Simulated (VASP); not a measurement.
# SrAlO4 (C2/m) in VASP: single point with PBE

Aim: the single point of SrAlO4 with PBE.

Program: VASP 6.6.1. These are calculated values, not measurements. Logs are shortened: lines on timing, memory, paths and dates and some standing lists are left out, and cuts for length are marked.

## 1. The cell of the first run

The structure is monoclinic, space group C2/m (No. 12). The conventional cell has a = 6.546 Å, b = 4.049 Å, c = 6.294 Å, α = 90.00°, β = 113.22°, γ = 90.00°. Within 3.2 Å of Sr (site symmetry 2/m) lie 10 O at 2.41 to 3.09 Å. Al (site symmetry 2/m) has 6 O at 1.81 to 1.92 Å within 2.4 Å. Within 2.6 Å of O (site symmetry m) lie 1 Al at 1.81 Å and 3 Sr at 2.41 to 2.56 Å and 2 O at 2.57 Å. Within 2.6 Å of O (site symmetry -1) lie 2 Al at 1.92 Å and 4 O at 2.02 to 2.57 Å.

The cell was generated, and may not be a known phase.

## 2. Single point, PBE

INCAR

```
SYSTEM = SrAlO4
PREC = Accurate ; ENCUT = 600
EDIFF = 1E-6 ; ISMEAR = 0
SIGMA = 0.1 ; LREAL = .FALSE.
LASPH = .TRUE. ; NELM = 120
ALGO = Normal ; ISIF = 2
LWAVE = .FALSE. ; LCHARG = .FALSE.
GGA = PE ; NBANDS = 28
GGA_COMPAT = .FALSE.
```

KPOINTS

```
Automatic mesh
0
G
  6 6 4
  0 0 0
```

POSCAR

```
SrAlO4
1.0
    3.2729989235     -2.0244031660      0.0000000000
    3.2729989235      2.0244031660      0.0000000000
   -2.4813859218      0.0000000000      5.7846874375
Sr Al O
1 1 4
Direct
    0.0000000000      0.0000000000      0.5000000000
    0.5000000000      0.5000000000      0.0000000000
    0.6002308511      0.6002308511      0.3118367307
    0.5000000000      0.0000000000      0.0000000000
    0.3997691489      0.3997691489      0.6881632693
    0.0000000000      0.5000000000      0.0000000000
```

Potentials or basis: VASP PAW PBE potentials, release 64 (Sr_sv, Al, O).

On the command line:

```
> cat potpaw_PBE.64/Sr_sv/POTCAR potpaw_PBE.64/Al/POTCAR potpaw_PBE.64/O/POTCAR > POTCAR
> mpirun -np 1 vasp_std > vasp.out
```

OUTCAR:

```text
SYSTEM = SrAlO4
   PREC = Accurate
   ENCUT = 600
   EDIFF = 1E-6
   ISMEAR = 0
   LREAL = .FALSE.
   LASPH = .TRUE.
   NELM = 120
   ISIF = 2
   GGA = PE

 ion  position               nearest neighbor table
   1  0.000  0.000  0.500-   3 2.41   5 2.41   3 2.56   3 2.56   5 2.56   5 2.56   4 3.09   6 3.09
                             6 3.09   4 3.09   2 3.53   2 3.53   2 3.74   2 3.74   2 3.74   2 3.74
   2  0.500  0.500  0.000-   3 1.81   5 1.81   4 1.92   6 1.92   4 1.92   6 1.92   1 3.53   1 3.53
                             1 3.74   1 3.74   1 3.74   1 3.74
   3  0.600  0.600  0.312-   2 1.81   1 2.41   1 2.56   1 2.56
   4  0.500  0.000  0.000-   2 1.92   2 1.92   1 3.09   1 3.09
   5  0.400  0.400  0.688-   2 1.81   1 2.41   1 2.56   1 2.56
   6  0.000  0.500  0.000-   2 1.92   2 1.92   1 3.09   1 3.09

  LATTYP: Found a base centered monoclinic cell.
 ALAT       =     6.5459978470
 B/A-ratio  =     0.6185162945
 C/A-ratio  =     0.9615696479
 COS(beta)  =    -0.3942191430

  Lattice vectors:

 A1 = (   3.2729989235,  -2.0244031660,   0.0000000000)
 A2 = (   3.2729989235,   2.0244031660,   0.0000000000)
 A3 = (  -2.4813859218,   0.0000000000,   5.7846874375)

Analysis of symmetry for initial positions (statically):
=====================================================================
 Subroutine PRICEL returns:
 Original cell was already a primitive cell.

 Routine SETGRP: Setting up the symmetry group for a
 base centered monoclinic supercell.

 Subroutine GETGRP returns: Found  4 space group operations
 (whereof  4 operations were pure point group operations)
 out of a pool of  4 trial point group operations.

The static configuration has the point symmetry C_2h.

Analysis of symmetry for dynamics (positions and initial velocities):
=====================================================================
 Subroutine PRICEL returns:
 Original cell was already a primitive cell.

 Routine SETGRP: Setting up the symmetry group for a
 base centered monoclinic supercell.

 Subroutine GETGRP returns: Found  4 space group operations
 (whereof  4 operations were pure point group operations)
 out of a pool of  4 trial point group operations.

The dynamic configuration has the point symmetry C_2h.

 Subroutine INISYM returns: Found  4 space group operations
 (whereof  4 operations are pure point group operations),
 and found     1 'primitive' translations

----------------------------------------------------------------------------------------

                                     Primitive cell

  volume of cell :      76.6572
[... 96 lines left out ...]
   NELM   =    120;   NELMIN=  2; NELMDL= -5     # of ELM steps
   EDIFF  = 0.1E-05   stopping-criterion for ELM
   LREAL  =      F    real-space projection
   EDIFFG = 0.1E-04   stopping-criterion for IOM
   NSW    =      0    number of steps for IOM
   IBRION =     -1    ionic relax: 0-MD 1-quasi-New 2-CG
   NFREE  =      0    steps in history (QN), initial steepest desc. (CG)
   ISIF   =      2    stress and relaxation
   ISYM   =      2    0-nonsym 1-usesym 2-fastsym
   POTIM  = 0.5000    time-step for ionic-motion
   TEBEG  =    0.0;   TEEND  =   0.0 temperature during run
   PSTRESS=    0.0 pullay stress
   NELECT =      37.0000    total number of electrons
   NUPDOWN=      -1.0000    fix difference up-down
   EMIN   =  10.00;   EMAX   =-10.00  energy-range for DOS
   EFERMI =   0.00;   METHOD = LEGACY
   ISMEAR =     0;   SIGMA  =   0.10  broadening in eV -4-tet -1-fermi 0-gaus
   EFERMI_NEDOS =   21; number of points for ismear=-14 and -15
   IALGO  =     38    algorithm
   IMIX   =      4    mixing-type and parameters
     AMIX     =   0.40;   BMIX     =  1.00
     AMIX_MAG =   1.60;   BMIX_MAG =  1.00
  volume/ion in A,a.u.               =      12.78        86.22
  Fermi-wavevector in a.u.,A,eV,Ry     =   1.284176  2.426740 22.437470  1.649108
  Thomas-Fermi vector in A             =   2.416385
   LORBIT       =      0    0 simple, 1 ext, 2 COOP (PROOUT), +10 PAW based schemes
   GGA     = PE    functional components
   LHFCALC =     F    Hartree Fock is set to
   AEXX    =    0.0000 exact exchange contribution
   IVDW    =     0    specifies the selected vdW correction
   LEPSILON=     F    determine dielectric tensor
   LRPA    =     F    only Hartree local field effects (RPA)
 non-spin polarized calculation
 Gauss-broadening in eV      SIGMA  =   0.10
  energy-cutoff  :      600.00
  volume of cell :       76.66
 maximum number of plane-waves:      2573
   NGX = 15   NGY = 15   NGZ = 25

 number of electron      37.0000004 magnetization

 Free energy of the ion-electron system (eV)
  ---------------------------------------------------
  ext. energy  EPLUGINS =         0.00000000
  ---------------------------------------------------
  free energy    TOTEN  =       -35.86202470 eV

  energy without entropy =      -35.82581571  energy(sigma->0) =      -35.84392021

 E-fermi :   1.7989     XC(G=0): -10.0405

 val. band max:        1.7948270974   @ k =  -0.3333  -0.3333   0.2500
 cond. band min:       1.8013396633   @ k =   0.0000   0.0000   0.0000
 fundamental gap:      0.0065125659
 Fermi energy:         1.7988932815

 k-point     1 :       0.0000    0.0000    0.0000
  band No.  band energies     occupation
      1     -29.8250      2.00000
      2     -17.4911      2.00000
      3     -14.4847      2.00000
      4     -13.9953      2.00000
      5     -13.8811      2.00000
      6     -11.7538      2.00000
[... 733 lines left out ...]
     27      13.3801      0.00000
     28      13.4389      0.00000

 [... further k-points ...]
[... 5 lines left out ...]
  --------------------------------------------------------------------------------------
  -------------------------------------------------------------------------------------
  Total        1.9846385     -0.5317971      1.4961298      0.0000000      0.0000000      1.0360206
  in kB       41.4800459    -11.1148554     31.2699432      0.0000000      0.0000000     21.6534065
  external PRESSURE =      20.5450446 kB  Pullay stress =       0.0000000 kB

 VOLUME and BASIS-vectors are now :
 -----------------------------------------------------------------------------
  energy-cutoff  :      600.00
  volume of cell :       76.66
      direct lattice vectors                 reciprocal lattice vectors
     3.272998923 -2.024403166  0.000000000     0.152765098 -0.246986375  0.065529757
     3.272998923  2.024403166  0.000000000     0.152765098  0.246986375  0.065529757
    -2.481385922  0.000000000  5.784687437     0.000000000  0.000000000  0.172870187

 POSITION                                       TOTAL-FORCE (eV/Angst)
 -----------------------------------------------------------------------------------
     -1.24069      0.00000      2.89234        -0.000000      0.000000      0.000000
      3.27300      0.00000      0.00000         0.000000      0.000000      0.000000
      3.15532      0.00000      1.80388        -0.020940      0.000000     -0.067595
      1.63650     -1.01220      0.00000         0.000000     -0.000000      0.000000
      0.90929      0.00000      3.98081         0.020940      0.000000      0.067595
      1.63650      1.01220      0.00000         0.000000      0.000000      0.000000
 -----------------------------------------------------------------------------------
    total drift:                                0.000000     -0.000000     -0.000000

  FREE ENERGIE OF THE ION-ELECTRON SYSTEM (eV)
  ---------------------------------------------------
  free  energy   TOTEN  =       -35.8620247032 eV

  energy  without entropy=      -35.8258157124  energy(sigma->0) =      -35.84392021
```

Run time: 3.3 min. Hardware: 1 thread of Intel Xeon 8259CL, shared host; peak memory 0.29 GiB.

Results:

| Property | Result |
| --- | --- |
| Free energy | -35.8620 eV |
| Pressure | 2.1 GPa |
| Largest force | 0.071 eV/Å |
| Band gap on the k mesh | zero (an odd number of electrons rules out a gap without spin polarisation) |

Forces on the atoms (eV/Å):
```
Sr   0.000  0.000  0.000
Al   0.000  0.000  0.000
O   -0.021  0.000 -0.068
O    0.000  0.000  0.000
O    0.021  0.000  0.068
O    0.000  0.000  0.000
```

Caveat: the stress differs along the axes, from -1 to 4 GPa; an odd number of electrons without spin polarisation forces a metal; a magnetic or distorted state may lie lower.
